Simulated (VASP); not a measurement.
A run of VASP 6.6.1:

File INCAR:

```
SYSTEM = Re
ALGO = Normal
EDIFF = 1E-6
EDIFFG = -0.01
ENCUT = 600
GGA = RP
IBRION = 2
ISIF = 3
ISMEAR = -1
LASPH = .True.
LCHARG = .False.
LREAL = .False.
LWAVE = .False.
NELM = 80
NSW = 80
PREC = Accurate
SIGMA = 0.1
```

Contents of KPOINTS:

```
k-points
0
Gamma
  14 14 14
  0 0 0
```

POSCAR

```
Re
1.0
    0.0000000000      1.9449117208      1.9449117208
    1.9449117208      0.0000000000      1.9449117208
    1.9449117208      1.9449117208      0.0000000000
Re
1
Direct
    0.0000000000      0.0000000000      0.0000000000
```

Potentials or basis: VASP PAW PBE potentials, release 64 (Re).

Launch:

```sh
$ cat potpaw_PBE.64/Re/POTCAR > POTCAR
$ mpirun -np 1 vasp_std > vasp.out
```

Hardware: 1 thread of Intel Xeon 8259CL (shared host).

Question: How long does it take, and how much memory?

Answer: Wall time 43 s on 1 thread of Intel Xeon 8259CL, on a shared host, peak memory 0.16 GiB. Counts: scf iterations 30, k points 104, ion steps 4.
